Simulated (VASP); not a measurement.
# Al3GaN4 (Pm) in VASP: single point with PBEsol

Aim: the single point of Al3GaN4 with PBEsol.

Everything below comes from runs of VASP 6.6.1. Logs are shortened: lines on timing, memory, paths and dates and some standing lists are left out, and cuts for length are marked.

### Step 1. The cell of the first run

Symmetry: Pm, No. 6, monoclinic system. The conventional cell has a = 4.640 Å, b = 2.880 Å, c = 4.985 Å, α = 90.00°, β = 90.03°, γ = 90.00°. Al (site symmetry m) has 4 N at 1.73 to 1.75 Å within 2.3 Å. Al (site symmetry m) has 4 N at 1.74 to 1.75 Å within 2.3 Å. Al (site symmetry m) has 4 N at 1.74 to 1.75 Å within 2.3 Å. Ga (site symmetry m) has 4 N at 1.78 to 1.80 Å within 2.4 Å. N (site symmetry m) has 3 Al at 1.74 Å and 1 Ga at 1.80 Å within 2.3 Å. Within 2.3 Å of N (site symmetry m) lie 4 Al at 1.75 Å. Within 2.3 Å of N (site symmetry m) lie 2 Al at 1.73 to 1.74 Å and 2 Ga at 1.78 Å. Within 2.3 Å of N (site symmetry m) lie 3 Al at 1.74 to 1.75 Å and 1 Ga at 1.79 Å.

### Step 2. Single point, PBEsol (strain -0.080 along x and y, -0.080 along z)

Contents of INCAR:

```
  ALGO = Normal
  EDIFF = 1E-6
  ENCUT = 1330
  GGA = PS
  GGA_COMPAT = False
  ISIF = 2
  ISMEAR = 0
  LASPH = True
  LCHARG = True
  LELF = True
  LREAL = False
  LVHAR = True
  LWAVE = False
  NBANDS = 31
  NELM = 120
  PREC = Accurate
  SIGMA = 0.05
```

Contents of KPOINTS:

```
k-points
0
Gamma
  6 8 4
```

Contents of POSCAR:

```
Al3GaN4
1.0
    4.6399353336      0.0000000000      0.0001057914
    0.0000000000      2.8796679856      0.0000000000
   -0.0029773563      0.0000000000      4.9845525916
Al Ga N
3 1 4
Direct
    0.5002300423      0.5000000000      0.1673295664
    0.0009207036      0.5000000000      0.8348055932
    0.0010880650      0.0000000000      0.3316926342
    0.4994217138      0.0000000000      0.6662009016
    0.1111724737      0.0000000000      0.6663292503
    0.1224543238      0.5000000000      0.1671578647
    0.6251234799      0.5000000000      0.8401923551
    0.6231881979      0.0000000000      0.3262928345
```

Potentials or basis: VASP PAW PBE potentials, release 64 (Al, Ga_d, N_h).

On the command line:

```sh
cat potpaw_PBE.64/Al/POTCAR potpaw_PBE.64/Ga_d/POTCAR potpaw_PBE.64/N_h/POTCAR > POTCAR
mpirun -np 1 vasp_std > vasp.out
```

OUTCAR:

```text
EDIFF = 1E-6
   ENCUT = 1330
   GGA = PS
   ISIF = 2
   ISMEAR = 0
   LASPH = True
   LREAL = False
   NELM = 120
   PREC = Accurate

 ion  position               nearest neighbor table
   1  0.500  0.500  0.167-   7 1.73   8 1.74   8 1.74   6 1.75   2 2.85   3 2.85   3 2.85   3 2.85
                             3 2.85   2 2.85   4 2.87   4 2.87   4 2.88   4 2.88
   2  0.001  0.500  0.835-   5 1.74   5 1.74   7 1.74   6 1.75   1 2.85   4 2.85   4 2.85   1 2.85
                             4 2.86   4 2.86   3 2.86   3 2.86   3 2.89   3 2.89
   3  0.001  0.000  0.332-   5 1.74   6 1.75   6 1.75   8 1.75   1 2.85   1 2.85   4 2.85   1 2.85
                             1 2.85   4 2.86   2 2.86   2 2.86   2 2.89   2 2.89
   4  0.499  0.000  0.666-   7 1.78   7 1.78   8 1.79   5 1.80   3 2.85   2 2.85   2 2.85   2 2.86
                             2 2.86   3 2.86   1 2.87   1 2.87   1 2.88   1 2.88
   5  0.111  0.000  0.666-   2 1.74   2 1.74   3 1.74   4 1.80
   6  0.122  0.500  0.167-   2 1.75   3 1.75   3 1.75   1 1.75
   7  0.625  0.500  0.840-   1 1.73   2 1.74   4 1.78   4 1.78
   8  0.623  0.000  0.326-   1 1.74   1 1.74   3 1.75   4 1.79

  LATTYP: Found a simple monoclinic cell.
 ALAT       =     4.6399353348
 B/A-ratio  =     0.6206267497
 C/A-ratio  =     1.0742721872
 COS(beta)  =    -0.0005745164

  Lattice vectors:

 A1 = (   4.6399353336,   0.0000000000,   0.0001057914)
 A2 = (   0.0000000000,   2.8796679856,   0.0000000000)
 A3 = (  -0.0029773563,   0.0000000000,   4.9845525916)

Analysis of symmetry for initial positions (statically):
=====================================================================
 Subroutine PRICEL returns:
 Original cell was already a primitive cell.

 Routine SETGRP: Setting up the symmetry group for a
 simple monoclinic supercell.

 Subroutine GETGRP returns: Found  2 space group operations
 (whereof  2 operations were pure point group operations)
 out of a pool of  4 trial point group operations.

The static configuration has the point symmetry C_1h.

Analysis of symmetry for dynamics (positions and initial velocities):
=====================================================================
 Subroutine PRICEL returns:
 Original cell was already a primitive cell.

 Routine SETGRP: Setting up the symmetry group for a
 simple monoclinic supercell.

 Subroutine GETGRP returns: Found  2 space group operations
 (whereof  2 operations were pure point group operations)
 out of a pool of  4 trial point group operations.

[... 105 lines left out ...]
   ICHARG =      2    charge: 1-file 2-atom 10-const
   ISPIN  =      1    spin polarized calculation?
   LNONCOLLINEAR =      F non collinear calculations
   LSORBIT =      F    spin-orbit coupling
   LASPH  =      T    aspherical Exc in radial PAW
   ENCUT  = 1330.0 eV  97.75 Ry    9.89 a.u.  13.80  8.56 14.82*2*pi/ulx,y,z
   NELM   =    120;   NELMIN=  2; NELMDL= -5     # of ELM steps
   EDIFF  = 0.1E-05   stopping-criterion for ELM
   LREAL  =      F    real-space projection
[... 7 lines left out ...]
   TEBEG  =    0.0;   TEEND  =   0.0 temperature during run
   PSTRESS=    0.0 pullay stress
   NELECT =      42.0000    total number of electrons
   NUPDOWN=      -1.0000    fix difference up-down
   EMIN   =  10.00;   EMAX   =-10.00  energy-range for DOS
   EFERMI =   0.00;   METHOD = LEGACY
   ISMEAR =     0;   SIGMA  =   0.05  broadening in eV -4-tet -1-fermi 0-gaus
   EFERMI_NEDOS =   21; number of points for ismear=-14 and -15
   IALGO  =     38    algorithm
   IMIX   =      4    mixing-type and parameters
     AMIX     =   0.40;   BMIX     =  1.00
     AMIX_MAG =   1.60;   BMIX_MAG =  1.00
  volume/ion in A,a.u.               =       8.33        56.18
  Fermi-wavevector in a.u.,A,eV,Ry     =   1.403884  2.652955 26.815573  1.970889
  Thomas-Fermi vector in A             =   2.526501
   LORBIT       =      0    0 simple, 1 ext, 2 COOP (PROOUT), +10 PAW based schemes
   GGA     = PS    functional components
   LHFCALC =     F    Hartree Fock is set to
   AEXX    =    0.0000 exact exchange contribution
   IVDW    =     0    specifies the selected vdW correction
   LEPSILON=     F    determine dielectric tensor
   LRPA    =     F    only Hartree local field effects (RPA)
 non-spin polarized calculation
 Gauss-broadening in eV      SIGMA  =   0.05
  energy-cutoff  :     1330.00
  volume of cell :       66.60
 maximum number of plane-waves:      7388
   NGX = 27   NGY = 17   NGZ = 29

 number of electron      41.9999999 magnetization

 Free energy of the ion-electron system (eV)
  ---------------------------------------------------
  ext. energy  EPLUGINS =         0.00000000
  ---------------------------------------------------
  free energy    TOTEN  =       -56.16094364 eV

  energy without entropy =      -56.16094364  energy(sigma->0) =      -56.16094364

 E-fermi :   9.2411     XC(G=0): -12.5526

 val. band max:        9.0349012317   @ k =   0.0000   0.0000   0.0000
 cond. band min:      13.9404589556   @ k =   0.0000   0.3750   0.0000
 fundamental gap:      4.9055577239
 Fermi energy:         9.2410568008

 k-point     1 :       0.0000    0.0000    0.0000
  band No.  band energies     occupation
      1      -8.2580      2.00000
      2      -6.0244      2.00000
      3      -5.9516      2.00000
      4      -4.8486      2.00000
      5      -3.9066      2.00000
      6      -3.7573      2.00000
[... 805 lines left out ...]
     30      21.8806      0.00000
     31      22.1117      0.00000

 [... further k-points ...]
[... 5 lines left out ...]
  --------------------------------------------------------------------------------------
  -------------------------------------------------------------------------------------
  Total       33.0133309     34.5955284     34.4474741      0.0000000      0.0000000     -0.0148832
  in kB      794.1808161    832.2427411    828.6810938      0.0000000      0.0000000     -0.3580363
  external PRESSURE =     818.3682170 kB  Pullay stress =       0.0000000 kB

 VOLUME and BASIS-vectors are now :
 -----------------------------------------------------------------------------
  energy-cutoff  :     1330.00
  volume of cell :       66.60
      direct lattice vectors                 reciprocal lattice vectors
     4.639935334  0.000000000  0.000105791     0.215520242  0.000000000  0.000128734
     0.000000000  2.879667986  0.000000000     0.000000000  0.347262256  0.000000000
    -0.002977356  0.000000000  4.984552592    -0.000004574  0.000000000  0.200619808

 POSITION                                       TOTAL-FORCE (eV/Angst)
 -----------------------------------------------------------------------------------
      2.32054      1.43983      0.83412        -0.000497      0.000000      0.120683
      0.00179      1.43983      4.16113         0.227425      0.000000      0.120541
      0.00406      0.00000      1.65334         0.136191      0.000000     -0.127336
      2.31530      0.00000      3.32077        -0.119377      0.000000     -0.125153
      0.51385      0.00000      3.32136        -0.238841      0.000000     -0.027149
      0.56768      1.43983      0.83322        -0.036955      0.000000      0.035658
      2.89803      1.43983      4.18805         0.033697      0.000000      0.069427
      2.89058      0.00000      1.62649        -0.001641      0.000000     -0.066672
 -----------------------------------------------------------------------------------
    total drift:                                0.000540     -0.000000     -0.000014

  FREE ENERGIE OF THE ION-ELECTRON SYSTEM (eV)
  ---------------------------------------------------
  free  energy   TOTEN  =       -56.1609436356 eV

  energy  without entropy=      -56.1609436356  energy(sigma->0) =      -56.16094364
```

OSZICAR:

```text
N       E                     dE             d eps       ncg     rms          rms(c)
DAV:   1     0.577758500549E+03    0.57776E+03   -0.34040E+04  4817   0.349E+03
DAV:   2     0.450266668882E+02   -0.53273E+03   -0.49172E+03  4808   0.808E+02
DAV:   3    -0.591269673900E+02   -0.10415E+03   -0.10130E+03  4968   0.212E+02
DAV:   4    -0.671080869300E+02   -0.79811E+01   -0.79152E+01  5616   0.597E+01
DAV:   5    -0.673635672676E+02   -0.25548E+00   -0.25521E+00  5560   0.101E+01    0.189E+01
DAV:   6    -0.562981413470E+02    0.11065E+02   -0.25890E+01  6741   0.728E+01    0.593E+00
DAV:   7    -0.562538878685E+02    0.44253E-01   -0.52843E+00  5533   0.133E+01    0.318E+00
DAV:   8    -0.561799082223E+02    0.73980E-01   -0.44874E-01  6188   0.683E+00    0.880E-01
DAV:   9    -0.561606255296E+02    0.19283E-01   -0.61309E-02  7037   0.425E+00    0.263E-01
DAV:  10    -0.561613888643E+02   -0.76333E-03   -0.20800E-02  5595   0.849E-01    0.196E-01
DAV:  11    -0.561609975203E+02    0.39134E-03   -0.19359E-03  5590   0.321E-01    0.814E-02
DAV:  12    -0.561609416768E+02    0.55844E-04   -0.44948E-04  6375   0.180E-01    0.285E-02
DAV:  13    -0.561609437169E+02   -0.20401E-05   -0.48449E-05  5623   0.475E-02    0.117E-02
DAV:  14    -0.561609436356E+02    0.81321E-07   -0.97347E-06  6259   0.357E-02
   1 F= -.56160944E+02 E0= -.56160944E+02  d E =-.608243E-11
```

stdout:

```text
POSCAR found type information on POSCAR AlGaN
 POSCAR found :  3 types and       8 ions
 scaLAPACK will be used
 -----------------------------------------------------------------------------
|                                                                             |
|                                                                             |
|     You enforced a specific xc type in the INCAR file but a different       |
|     I HOPE YOU KNOW WHAT YOU ARE DOING!                                     |
|                                                                             |
 -----------------------------------------------------------------------------

 LDA part: xc-table for (Slater+PW92), standard interpolation
 POSCAR, INCAR and KPOINTS ok, starting setup
 FFT: planning ... GRIDC
 FFT: planning ... GRID_SOFT
 FFT: planning ... GRID
 WAVECAR not read
 entering main loop
```

Run time: 6.1 min. Hardware: 1 thread of Intel Xeon Platinum 8488C (Sapphire Rapids), shared host; peak memory 0.71 GiB.

Results:

| Property | Result |
| --- | --- |
| Free energy | -56.1609 eV |
| Pressure | 81.8 GPa |
| Largest force | 0.257 eV/Å |
| Band gap on the k mesh | 4.91 eV (least direct gap 5.48 eV) |

Forces on the atoms (eV/Å):
```
Al   0.000  0.000  0.121
Al   0.227  0.000  0.121
Al   0.136  0.000 -0.127
Ga  -0.119  0.000 -0.125
N   -0.239  0.000 -0.027
N   -0.037  0.000  0.036
N    0.034  0.000  0.069
N   -0.002  0.000 -0.067
```

Caveat: the cell differs from its parent crystal (strain -0.080 along x and y, -0.080 along z); the cell stands under pressure; the PAW data sets were made with another functional, which shifts forces and pressure a little. A k mesh can miss the band edges.
